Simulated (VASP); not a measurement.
Ga, 1 atom in the cell. It takes space group Pm-3m (No. 221, cubic). Conventional cell: a = 2.716 Å, b = 2.716 Å, c = 2.716 Å, α = 90.00°, β = 90.00°, γ = 90.00°. Within 3.6 Å of Ga (site symmetry m-3m) lie 6 Ga at 2.72 Å. 

```yaml
Program: VASP 6.6.1
Task: vibrations by perturbation theory
Functional: LDA
Potentials_or_basis: VASP PAW LDA potentials, release 64 (Ga_d)
Cutoff: 520 eV
k_mesh: 7 × 7 × 7
Occupations: fermi-dirac, width 0.05 eV
Spin: no spin polarisation
Dipole_correction: no
Further_INCAR_settings: ALGO = Fast; EDIFF = 1e-08; NBANDS = 12; IBRION = 8; NSW = 1
```

Potentials or basis: VASP PAW LDA potentials, release 64 (Ga_d).

The run is started by

```console
$ cat potpaw_LDA.64/Ga_d/POTCAR > POTCAR
$ mpirun -np 1 vasp_std > vasp.out
```

Hardware: 1 thread of Intel Xeon 8259CL, on a shared host.

Task: Estimate the wall time of this run.

Result: Wall time 37 s on 1 thread of Intel Xeon 8259CL, with other jobs on the host, peak memory 0.13 GiB. Counts: scf iterations 35, k points 20.
